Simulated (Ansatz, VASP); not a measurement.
# Sc: VASP beside Ansatz

```
CELL_PARAMETERS angstrom
3.30900 0.00000 0.00000
-1.65450 2.86568 0.00000
0.00000 0.00000 5.27330
ATOMIC_POSITIONS crystal
Sc 0.66667 0.33333 0.75000
Sc 0.33333 0.66667 0.25000
```

Alike in both runs: task relaxation of cell and atoms; functional r2SCAN; k mesh 9 × 9 × 5; occupations fermi-dirac, width 0.05 eV; no spin polarisation.

|  | VASP | Ansatz |
| --- | --- | --- |
| version | VASP 6.6.1 | Ansatz 0.2.0 |
| potentials or method | VASP PAW PBE potentials, release 64 (Sc_sv) | Ansatz PAW |
| plane-wave cutoff (eV) | 600 | 500 |
| valence electrons in the cell | 22 | 22 |

|  | VASP | Ansatz | Ansatz less VASP |
| --- | --- | --- | --- |
| gap on the k mesh at the Fermi level, each at its own relaxed structure (eV) | none | none | - |
| relaxed volume (Å³/atom) | 25.04 | 24.94 | -0.101 |
| relaxed cell length with the largest relative difference (Å) | 3.332 | 3.328 | -0.0045 |

VASP's potentials were made for PBE, not for r2SCAN. A gap of «none» marks a metal or a gap that the smearing closes.

Noted on Ansatz's run: the plane-wave basis is chosen anew once the cell has moved, so the energies of steps on either side of that aren't comparable.
